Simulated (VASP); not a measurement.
Set up this calculation in VASP 6.6.1, as the native input.

```yaml
Task: single point
Functional: LDA
Potentials_or_basis: VASP PAW LDA potentials, release 64 (Ca_sv, Se)
Cutoff: 520 eV
k_mesh: 6 × 6 × 6
Occupations: fermi-dirac, width 0.02 eV
Spin: no spin polarisation
Dipole_correction: no
Further_INCAR_settings: ALGO = Normal; EDIFF = 1e-06; NBANDS = 15
```

The structure of CaSe lies in POSCAR:

```
CaSe
1.0
    0.0000000000      2.8960147269      2.8960147269
    2.8960147269      0.0000000000      2.8960147269
    2.8960147269      2.8960147269      0.0000000000
Ca Se
1 1
Direct
    0.0000000000      0.0000000000      0.0000000000
    0.5000000000      0.5000000000      0.5000000000
```

The input as run:

INCAR

```
PREC     = Accurate       # precision mode
ENCUT    = 520            # plane-wave cutoff, eV
EDIFF    = 1E-6           # SCF threshold, eV
ISMEAR   = -1             # smearing method
SIGMA    = 0.02           # smearing width, eV
LREAL    = False          # projectors in reciprocal space
LASPH    = True           # aspherical terms in the spheres
NELM     = 100            # most SCF steps
ALGO     = Normal         # electronic algorithm
ISIF     = 2              # what is computed and relaxed
LWAVE    = False          # write WAVECAR
LCHARG   = True           # write CHGCAR
LELF     = True           # ELF
LVHAR    = True         
NBANDS   = 15             # bands
```

KPOINTS

```
regular mesh
0
Gamma
  6 6 6
```

Potentials or basis: VASP PAW LDA potentials, release 64 (Ca_sv, Se).

Run with:

```console
$ cat potpaw_LDA.64/Ca_sv/POTCAR potpaw_LDA.64/Se/POTCAR > POTCAR
$ mpirun -np 1 vasp_std > vasp.out
```

Results of the run:

| Property | Result |
| --- | --- |
| Pressure | 0.3 GPa |
| Band gap on the k mesh | 1.70 eV, indirect (least direct gap 2.70 eV) |

Wall time 6.8 s on 1 thread of Intel(R) Xeon(R) Platinum 8488C (Sapphire Rapids), on a shared host, peak memory 0.15 GiB.
